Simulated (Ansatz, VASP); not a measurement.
**One calculation of GaMo, two programs**

```
Ga Mo
1.0
     3.29170    0.00000    0.00000
     0.00000    3.29170    0.00000
     0.00000    0.00000    3.29170
Ga Mo
1 1
Direct
  0.50000 0.50000 0.50000
  0.00000 0.00000 0.00000
```

Change from the starting cell: species swapped into the ZnNi type (Pm-3m, No. 221).

Alike in both runs: task relaxation of cell and atoms; functional PBE; k mesh 6 × 6 × 6; occupations gaussian, width 0.2 eV; no spin polarisation.

|  | VASP | Ansatz |
| --- | --- | --- |
| version | VASP 6.6.1 | Ansatz 0.2.0 |
| potentials or method | VASP PAW PBE potentials, release 64 (Ga_d, Mo_sv), cutoff 600 eV | scalar-relativistic, plane waves, PAW |
| valence electrons in the cell | 27 | 27 |

|  | VASP | Ansatz | Ansatz less VASP |
| --- | --- | --- | --- |
| gap on the k mesh at the Fermi level, each at its own relaxed structure (eV) | none | none | - |
| relaxed volume (Å³/atom) | 15.27 | 15.16 | -0.110 |
| relaxed length of the cell vector where the two differ most in proportion (Å) | 3.126 | 3.118 | -0.0075 |

A gap of «none» marks a metal or a gap that the smearing closes.
